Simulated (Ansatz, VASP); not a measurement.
One calculation of ZrH3, two programs

```
Zr H
1.0
     3.12604    0.00000    0.00000
     0.00000    3.12604    0.00000
     0.00000    0.00000    3.12604
Zr H
1 3
Direct
  0.00000 0.00000 0.00000
  0.00000 0.50000 0.50000
  0.50000 0.00000 0.50000
  0.50000 0.50000 0.00000
```

Alike in both runs: task single point; functional PBEsol; k mesh 7 × 7 × 7; occupations fermi-dirac, width 0.01 eV; no spin polarisation.

|  | VASP | Ansatz |
| --- | --- | --- |
| version | VASP 6.6.1 | Ansatz 0.2.0 |
| potentials or method | VASP PAW PBE potentials, release 64 (Zr_sv, H), cutoff 520 eV | plane waves, PAW |
| valence electrons in the cell | 15 | 15 |

|  | VASP | Ansatz | Ansatz less VASP |
| --- | --- | --- | --- |
| pressure (GPa) | -4.6 | -4.6 | 0.00 |

VASP's potentials were made for PBE, not for PBEsol. The functional is the same, so the differences come from potentials, cutoffs and numerics. Ansatz's warnings: stress scf threshold loose.
